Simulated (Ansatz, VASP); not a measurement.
# YN in VASP and in Ansatz

```
Y N
1.0
     0.00000    2.42833    2.42833
     2.42833    0.00000    2.42833
     2.42833    2.42833    0.00000
Y N
1 1
Direct
  0.00000 0.00000 0.00000
  0.50000 0.50000 0.50000
```

Alike in both runs: task single point; functional PBEsol; k mesh 10 × 10 × 10; occupations gaussian, width 0.01 eV; no spin polarisation.

|  | VASP | Ansatz |
| --- | --- | --- |
| version | VASP 6.6.1 | Ansatz 0.2.0 |
| potentials or method | VASP PAW PBE potentials, release 64 (Y_sv, N), cutoff 600 eV | scalar-relativistic, plane waves, PAW |
| valence electrons in the cell | 16 | 16 |

|  | VASP | Ansatz | Ansatz less VASP |
| --- | --- | --- | --- |
| gap on the k mesh at the Fermi level (eV) | 0.07 | 0.07 | +0.001 |
| least direct gap on the mesh (eV) | 0.44 | 0.45 | +0.002 |

VASP's potentials were made for PBE, not for PBEsol, and Ansatz warns of the same on its side.
